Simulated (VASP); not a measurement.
Y, 4 atoms in the cell. The structure is hexagonal, space group P6_3/mmc (No. 194). Conventional cell: a = 3.643 Å, b = 3.643 Å, c = 11.844 Å, α = 90.00°, β = 90.00°, γ = 120.00°. Within 4.8 Å of Y (site symmetry -6m2) lie 12 Y at 3.63 to 3.64 Å. Within 4.8 Å of Y (site symmetry -3m) lie 12 Y at 3.63 to 3.64 Å. 

```yaml
Program: VASP 6.6.1
Task: relaxation of cell and atoms
Functional: PBEsol
Potentials_or_basis: VASP PAW PBE potentials, release 64 (Y_sv)
Cutoff: 600 eV
k_mesh: 8 × 8 × 3
Occupations: fermi-dirac, width 0.05 eV
Spin: no spin polarisation
Target_pressure: 2 GPa
Dipole_correction: no
Further_INCAR_settings: ALGO = Fast; EDIFF = 1e-07; IBRION = 2; EDIFFG = -0.01; NSW = 60; ISIF = 3
```

Potentials or basis: VASP PAW PBE potentials, release 64 (Y_sv).

Run with:

```console
$ cat potpaw_PBE.64/Y_sv/POTCAR > POTCAR
$ mpirun -np 1 vasp_std > vasp.out
```

Hardware: 1 thread of Oxide Virtual Turin-like Processor (shared host).

Question: Estimate the wall time of this run.

Answer: It took 25 min on 1 thread of Oxide Virtual Turin-like Processor, with other jobs on the host, peak memory 0.32 GiB. Counts: scf iterations 191, k points 20, ion steps 8.
